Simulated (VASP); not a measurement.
# AlAs (F-43m) in VASP: notebook

AlAs is run at these levels: PBE; tasks: single point.

Everything below comes from runs of VASP 6.6.1. Logs are shortened: lines on timing, memory, paths and dates and some standing lists are left out, and cuts for length are marked.

### Step 1. The cell of the first run

Symmetry: F-43m, No. 216, cubic system. Conventional cell: a = 5.698 Å, b = 5.698 Å, c = 5.698 Å, α = 90.00°, β = 90.00°, γ = 90.00°. Al (site symmetry -43m) has 4 As at 2.47 Å within 3.3 Å. Within 3.3 Å of As (site symmetry -43m) lie 4 Al at 2.47 Å.

### Step 2. Single point, PBE (23.13 Å³/atom)

INCAR reads:

```
  PREC = Accurate
  ENCUT = 500
  EDIFF = 1E-6
  ISMEAR = -1
  SIGMA = 0.05
  LREAL = F
  LASPH = T
  NELM = 120
  ALGO = Normal
  ISIF = 2
  LWAVE = F
  LCHARG = F
  GGA = PE
  NBANDS = 11
  GGA_COMPAT = F
```

KPOINTS reads:

```
Automatic mesh
0
Gamma
  10 10 10
```

POSCAR reads:

```
AlAs
1.0
    0.0000000000      2.8491449171      2.8491449171
    2.8491449171      0.0000000000      2.8491449171
    2.8491449171      2.8491449171      0.0000000000
Al As
1 1
Direct
    0.0000000000      0.0000000000      0.0000000000
    0.7500000000      0.7500000000      0.7500000000
```

Potentials or basis: VASP PAW PBE potentials, release 64 (Al, As).

Started as:

```bash
$ cat potpaw_PBE.64/Al/POTCAR potpaw_PBE.64/As/POTCAR > POTCAR
$ mpirun -np 1 vasp_std > vasp.out
```

OUTCAR:

```text
PREC = Accurate
   ENCUT = 500
   EDIFF = 1E-6
   ISMEAR = -1
   LREAL = F
   LASPH = T
   NELM = 120
   ISIF = 2
   GGA = PE

 ion  position               nearest neighbor table
   1  0.000  0.000  0.000-   2 2.47   2 2.47   2 2.47   2 2.47
   2  0.750  0.750  0.750-   1 2.47   1 2.47   1 2.47   1 2.47

  LATTYP: Found a face centered cubic cell.
 ALAT       =     5.6982898342

  Lattice vectors:

 A1 = (   0.0000000000,   2.8491449171,   2.8491449171)
 A2 = (   2.8491449171,   0.0000000000,   2.8491449171)
 A3 = (   2.8491449171,   2.8491449171,   0.0000000000)

Analysis of symmetry for initial positions (statically):
=====================================================================
 Subroutine PRICEL returns:
 Original cell was already a primitive cell.

 Routine SETGRP: Setting up the symmetry group for a
 face centered cubic supercell.

 Subroutine GETGRP returns: Found 24 space group operations
 (whereof 24 operations were pure point group operations)
 out of a pool of 48 trial point group operations.

The static configuration has the point symmetry T_d .

Analysis of symmetry for dynamics (positions and initial velocities):
=====================================================================
 Subroutine PRICEL returns:
 Original cell was already a primitive cell.

 Routine SETGRP: Setting up the symmetry group for a
 face centered cubic supercell.

 Subroutine GETGRP returns: Found 24 space group operations
 (whereof 24 operations were pure point group operations)
 out of a pool of 48 trial point group operations.

The dynamic configuration has the point symmetry T_d .

 Subroutine INISYM returns: Found 24 space group operations
 (whereof 24 operations are pure point group operations),
 and found     1 'primitive' translations

----------------------------------------------------------------------------------------

                                     Primitive cell

  volume of cell :      46.2566

  direct lattice vectors                    reciprocal lattice vectors
     0.000000000  2.849144917  2.849144917    -0.175491249  0.175491249  0.175491249
     2.849144917  0.000000000  2.849144917     0.175491249 -0.175491249  0.175491249
     2.849144917  2.849144917  0.000000000     0.175491249  0.175491249 -0.175491249

  length of vectors
     4.029299383  4.029299383  4.029299383     0.303959760  0.303959760  0.303959760

  position of ions in fractional coordinates (direct lattice)
     0.000000000  0.000000000  0.000000000
     0.750000000  0.750000000  0.750000000

  ion indices of the primitive-cell ions
   primitive index   ion index
                 1           1
                 2           2

----------------------------------------------------------------------------------------

 KPOINTS: Automatic mesh

Automatic generation of k-mesh.
 Grid dimensions read from file:
 generate k-points for:   10   10   10

 Generating k-lattice:

  Cartesian coordinates                     Fractional coordinates (reciprocal lattice)
    -0.017549125  0.017549125  0.017549125     0.100000000  0.000000000  0.000000000
     0.017549125 -0.017549125  0.017549125     0.000000000  0.100000000  0.000000000
     0.017549125  0.017549125 -0.017549125     0.000000000  0.000000000  0.100000000

  Length of vectors
     0.030395976  0.030395976  0.030395976

  Shift w.r.t. Gamma in fractional coordinates (k-lattice)
     0.000000000  0.000000000  0.000000000

 Subroutine IBZKPT returns following result:
 ===========================================

 Found     47 irreducible k-points:

 Following reciprocal coordinates:
            Coordinates               Weight
  0.000000  0.000000  0.000000      1.000000
  0.100000  0.000000  0.000000      8.000000
  0.200000  0.000000  0.000000      8.000000
  0.300000  0.000000  0.000000      8.000000
  0.400000  0.000000  0.000000      8.000000
  0.500000  0.000000  0.000000      4.000000
[... 16 lines left out ...]
  0.300000  0.300000  0.000000      6.000000
  0.400000  0.300000  0.000000     24.000000
 [... further k-points ...]
   k-points           NKPTS =     47   k-points in BZ     NKDIM =     47   number of bands    NBANDS=     11
   number of dos      NEDOS =    301   number of ions     NIONS =      2
   total plane-waves  NPLWV =  27000
   dimension x,y,z NGX =    30 NGY =   30 NGZ =   30
   dimension x,y,z NGXF=    60 NGYF=   60 NGZF=   60
   ions per type =               1   1
   NGX,Y,Z   is equivalent  to a cutoff of  12.38, 12.38, 12.38 a.u.
   NGXF,Y,Z  is equivalent  to a cutoff of  24.76, 24.76, 24.76 a.u.
 SYSTEM =  unknown system
   PREC   = accura    normal or accurate (medium, high low for compatibility)
   ISTART =      0    job   : 0-new  1-cont  2-samecut
   ICHARG =      2    charge: 1-file 2-atom 10-const
   ISPIN  =      1    spin polarized calculation?
   LNONCOLLINEAR =      F non collinear calculations
   LSORBIT =      F    spin-orbit coupling
   LASPH  =      T    aspherical Exc in radial PAW
   ENCUT  =  500.0 eV  36.75 Ry    6.06 a.u.   7.35  7.35  7.35*2*pi/ulx,y,z
   NELM   =    120;   NELMIN=  2; NELMDL= -5     # of ELM steps
   EDIFF  = 0.1E-05   stopping-criterion for ELM
   LREAL  =      F    real-space projection
   EDIFFG = 0.1E-04   stopping-criterion for IOM
   NSW    =      0    number of steps for IOM
   IBRION =     -1    ionic relax: 0-MD 1-quasi-New 2-CG
   NFREE  =      0    steps in history (QN), initial steepest desc. (CG)
   ISIF   =      2    stress and relaxation
   ISYM   =      2    0-nonsym 1-usesym 2-fastsym
   POTIM  = 0.5000    time-step for ionic-motion
   TEBEG  =    0.0;   TEEND  =   0.0 temperature during run
   PSTRESS=    0.0 pullay stress
   NELECT =       8.0000    total number of electrons
   NUPDOWN=      -1.0000    fix difference up-down
   EMIN   =  10.00;   EMAX   =-10.00  energy-range for DOS
   EFERMI =   0.00;   METHOD = LEGACY
   ISMEAR =    -1;   SIGMA  =   0.05  broadening in eV -4-tet -1-fermi 0-gaus
   EFERMI_NEDOS =   21; number of points for ismear=-14 and -15
   IALGO  =     38    algorithm
   IMIX   =      4    mixing-type and parameters
     AMIX     =   0.40;   BMIX     =  1.00
     AMIX_MAG =   1.60;   BMIX_MAG =  1.00
  volume/ion in A,a.u.               =      23.13       156.08
  Fermi-wavevector in a.u.,A,eV,Ry     =   0.912109  1.723637 11.319281  0.831944
  Thomas-Fermi vector in A             =   2.036467
   LORBIT       =      0    0 simple, 1 ext, 2 COOP (PROOUT), +10 PAW based schemes
   GGA     = PE    functional components
   LHFCALC =     F    Hartree Fock is set to
   AEXX    =    0.0000 exact exchange contribution
   IVDW    =     0    specifies the selected vdW correction
   LEPSILON=     F    determine dielectric tensor
   LRPA    =     F    only Hartree local field effects (RPA)
 non-spin polarized calculation
  energy-cutoff  :      500.00
  volume of cell :       46.26
 maximum number of plane-waves:      1211
 NGX is ok and might be reduce to    30
   NGX = 15   NGY = 15   NGZ = 15

 number of electron       7.9999999 magnetization

 Free energy of the ion-electron system (eV)
  ---------------------------------------------------
  ext. energy  EPLUGINS =         0.00000000
  ---------------------------------------------------
  free energy    TOTEN  =        -9.38613705 eV

  energy without entropy =       -9.38613704  energy(sigma->0) =       -9.38613704

 E-fermi :   4.4753     XC(G=0):  -8.9651

 val. band max:        3.7216796665   @ k =   0.0000   0.0000   0.0000
 cond. band min:       5.1909314589   @ k =   0.5000   0.5000   0.0000
 fundamental gap:      1.4692517923
 Fermi energy:         4.4753058986

 k-point     1 :       0.0000    0.0000    0.0000
  band No.  band energies     occupation
      1      -8.0333      2.00000
      2       3.7217      2.00000
      3       3.7217      2.00000
      4       3.7217      2.00000
      5       5.6262      0.00000
      6       7.9757      0.00000
      7       7.9757      0.00000
      8       7.9757      0.00000
      9      12.4868      0.00000
     10      12.6949      0.00000
     11      12.6949      0.00000

 k-point     2 :       0.1000    0.0000    0.0000
  band No.  band energies     occupation
      1      -7.9373      2.00000
      2       2.6863      2.00000
      3       3.6162      2.00000
      4       3.6162      2.00000
      5       6.2829      0.00000
      6       8.1639      0.00000
      7       8.1639      0.00000
      8       8.1665      0.00000
      9      12.2486      0.00000
     10      12.2486      0.00000
     11      12.9980      0.00000

 k-point     3 :       0.2000    0.0000    0.0000
  band No.  band energies     occupation
      1      -7.6626      2.00000
      2       1.1169      2.00000
      3       3.3781      2.00000
      4       3.3781      2.00000
      5       6.3936      0.00000
      6       8.5088      0.00000
      7       8.5088      0.00000
      8       9.3007      0.00000
      9      11.8783      0.00000
     10      11.8783      0.00000
     11      13.2943      0.00000

 k-point     4 :       0.3000    0.0000    0.0000
  band No.  band energies     occupation
      1      -7.2587      2.00000
      2      -0.3083      2.00000
      3       3.1360      2.00000
      4       3.1360      2.00000
      5       6.1060      0.00000
      6       8.5942      0.00000
      7       8.5942      0.00000
      8      10.7685      0.00000
      9      12.3568      0.00000
     10      12.3568      0.00000
     11      12.9290      0.00000

 k-point     5 :       0.4000    0.0000    0.0000
  band No.  band energies     occupation
      1      -6.8476      2.00000
      2      -1.3572      2.00000
      3       2.9689      2.00000
      4       2.9689      2.00000
      5       5.8743      0.00000
      6       8.4621      0.00000
      7       8.4621      0.00000
      8      11.4231      0.00000
      9      13.6409      0.00000
     10      13.6409      0.00000
     11      13.6493      0.00000
[... 211 lines left out ...]
 k-point    21 :      -0.3000    0.2000    0.0000
  band No.  band energies     occupation
      1      -6.7267      2.00000
      2      -0.9293      2.00000
      3       1.1323      2.00000
      4       2.8459      2.00000
      5       7.0465      0.00000
      6       8.9033      0.00000
      7       9.3766      0.00000
      8      10.5558      0.00000
      9      11.6640      0.00000
     10      13.8259      0.00000
     11      15.6280      0.00000

 k-point    22 :      -0.2000    0.2000    0.0000
  band No.  band energies     occupation
      1      -7.1189      2.00000
      2      -0.1321      2.00000
      3       1.5830      2.00000
      4       3.1934      2.00000
      5       7.3391      0.00000
      6       8.7708      0.00000
      7       8.9785      0.00000
      8       9.6011      0.00000
      9      10.9998      0.00000
     10      14.0752      0.00000
     11      15.4417      0.00000

 k-point    23 :       0.3000    0.3000    0.0000
  band No.  band energies     occupation
      1      -6.9857      2.00000
      2      -0.1321      2.00000
      3       2.1257      2.00000
      4       2.1257      2.00000
      5       5.9376      0.00000
      6       7.0040      0.00000
      7      11.2535      0.00000
      8      11.2535      0.00000
      9      11.9208      0.00000
     10      14.2507      0.00000
     11      16.7304      0.00000

 k-point    24 :       0.4000    0.3000    0.0000
  band No.  band energies     occupation
      1      -6.6530      2.00000
      2      -0.7781      2.00000
      3       1.6428      2.00000
      4       1.9509      2.00000
      5       5.9091      0.00000
      6       6.9676      0.00000
      7      11.1771      0.00000
      8      11.6279      0.00000
      9      13.6750      0.00000
     10      15.1138      0.00000
     11      16.5636      0.00000

 [... further k-points ...]

------------------------ aborting loop because EDIFF is reached ----------------------------------------

  FORCE on cell =-STRESS in cart. coord.  units (eV):
  Direction    XX          YY          ZZ          XY          YZ          ZX
  --------------------------------------------------------------------------------------
  -------------------------------------------------------------------------------------
  Total        0.3670400      0.3670400      0.3670400      0.0000000      0.0000000      0.0000000
  in kB       12.7130662     12.7130662     12.7130662      0.0000000      0.0000000      0.0000000
  external PRESSURE =      12.7130662 kB  Pullay stress =       0.0000000 kB

 VOLUME and BASIS-vectors are now :
 -----------------------------------------------------------------------------
  energy-cutoff  :      500.00
  volume of cell :       46.26
      direct lattice vectors                 reciprocal lattice vectors
     0.000000000  2.849144917  2.849144917    -0.175491249  0.175491249  0.175491249
     2.849144917  0.000000000  2.849144917     0.175491249 -0.175491249  0.175491249
     2.849144917  2.849144917  0.000000000     0.175491249  0.175491249 -0.175491249

 POSITION                                       TOTAL-FORCE (eV/Angst)
 -----------------------------------------------------------------------------------
      0.00000      0.00000      0.00000         0.000000      0.000000      0.000000
      4.27372      4.27372      4.27372        -0.000000     -0.000000     -0.000000
 -----------------------------------------------------------------------------------
    total drift:                                0.000000      0.000000      0.000000

  FREE ENERGIE OF THE ION-ELECTRON SYSTEM (eV)
  ---------------------------------------------------
  free  energy   TOTEN  =        -9.3861370463 eV

  energy  without entropy=       -9.3861370400  energy(sigma->0) =       -9.38613704
```

It took 10 s on 1 thread of Intel Xeon 6975P-C (Granite Rapids), shared host; peak memory 0.17 GiB.

What came out:

```
Free energy            : -9.3861 eV
Pressure               : 1.3 GPa
Band gap on the k mesh : 1.47 eV (least direct gap 1.90 eV)
```

### Step 3. Single point, PBE (24.04 Å³/atom)

This run uses another cell than the first one, of 24.04 Å³/atom.

INCAR reads:

```
SYSTEM = AlAs
PREC = Accurate
ENCUT = 500
EDIFF = 1E-6
ISMEAR = -1
SIGMA = 0.05
LREAL = .FALSE.
LASPH = .TRUE.
NELM = 120
ALGO = Normal
ISIF = 2
LWAVE = .FALSE.
LCHARG = .FALSE.
GGA = PE
NBANDS = 11
GGA_COMPAT = .FALSE.
```

KPOINTS reads:

```
regular mesh
0
G
  10 10 10
  0 0 0
```

POSCAR reads:

```
AlAs
1.0
    0.0000000000      2.8859121326      2.8859121326
    2.8859121326      0.0000000000      2.8859121326
    2.8859121326      2.8859121326      0.0000000000
Al As
1 1
Direct
    0.0000000000      0.0000000000      0.0000000000
    0.7500000000      0.7500000000      0.7500000000
```

Potentials or basis: VASP PAW PBE potentials, release 64 (Al, As).

Started as:

```bash
$ cat potpaw_PBE.64/Al/POTCAR potpaw_PBE.64/As/POTCAR > POTCAR
$ mpirun -np 1 vasp_std > vasp.out
```

Run time: 10 s. Hardware: 1 thread of Intel Xeon 6975P-C (Granite Rapids), shared host; peak memory 0.17 GiB.

Results (log left out):

```
Free energy            : -9.3854 eV
Pressure               : -1.3 GPa
Band gap on the k mesh : 1.53 eV (least direct gap 1.61 eV)
```

Levels at points of the mesh, in eV from the valence-band top:
| k point | band 1 | band 2 | band 3 | band 4 | band 5 | band 6 | band 7 | band 8 | band 9 |
| --- | --- | --- | --- | --- | --- | --- | --- | --- | --- |
| (0.00, 0.00, 0.00) | -11.55 | 0.00 | 0.00 | 0.00 | 1.61 | 4.19 | 4.19 | 4.19 | 8.56 |
| (0.50, 0.00, 0.00) | -10.26 | -5.32 | -0.78 | -0.78 | 1.93 | 4.64 | 4.64 | 7.64 | 10.72 |
| (0.50, 0.50, 0.00) | -9.76 | -5.24 | -2.05 | -2.05 | 1.53 | 2.29 | 9.88 | 9.88 | 11.15 |

A k mesh can miss the band edges.
